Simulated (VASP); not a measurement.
Ni: single point with PBEsol

Ni:

```
Ni
1.0
     0.00000    1.77755    1.77755
     1.77755    0.00000    1.77755
     1.77755    1.77755    0.00000
Ni
1
Cartesian
  0.0000 0.0000 0.0000
```

```yaml
Program: VASP 6.6.1
Task: single point
Functional: PBEsol
Potentials_or_basis: VASP PAW PBE potentials, release 64 (Ni)
Cutoff: 600 eV
k_mesh: 14 × 14 × 14
Occupations: gaussian, width 0.05 eV
Spin: collinear spin, ferromagnetic start
Starting_moments: "[2.0] μB"
```

* Pressure: -14.9 GPa
* Net moment: 0.62 μB per cell
* Site moments: Ni +0.63 μB
* Valence electrons inside the program's atomic spheres: Ni 9.26

Levels at points of the mesh, in eV from the Fermi level:
Spin up:
| k point | band 1 | band 2 | band 3 | band 4 | band 5 | band 6 | band 7 | band 8 | band 9 | band 10 |
| --- | --- | --- | --- | --- | --- | --- | --- | --- | --- | --- |
| (0.00, 0.00, 0.00) | -8.84 | -2.35 | -2.35 | -2.35 | -1.23 | -1.23 | 23.42 | 27.01 | 27.01 | 27.01 |
| (0.50, 0.00, 0.00) | -4.69 | -2.34 | -2.34 | -0.60 | -0.60 | -0.28 | 5.41 | 21.93 | 24.05 | 24.05 |
| (0.50, 0.50, 0.00) | -4.48 | -4.04 | -0.56 | -0.48 | -0.48 | 2.38 | 8.91 | 14.47 | 14.47 | 19.29 |
Spin down:
| k point | band 3 | band 4 | band 5 | band 6 | band 7 | band 8 |
| --- | --- | --- | --- | --- | --- | --- |
| (0.00, 0.00, 0.00) | -1.64 | -1.64 | -0.63 | -0.63 | 23.29 | 27.01 |
| (0.50, 0.00, 0.00) | -1.72 | -0.33 | 0.13 | 0.13 | 5.82 | 21.81 |
| (0.50, 0.50, 0.00) | 0.07 | 0.34 | 0.34 | 2.35 | 9.16 | 14.48 |

Run time: 17 s on 1 thread of Intel(R) Xeon(R) 6975P-C (Granite Rapids), on a shared host, peak memory 0.15 GiB.

Caveat: the PAW data sets were made with another functional, which shifts forces and pressure a little.
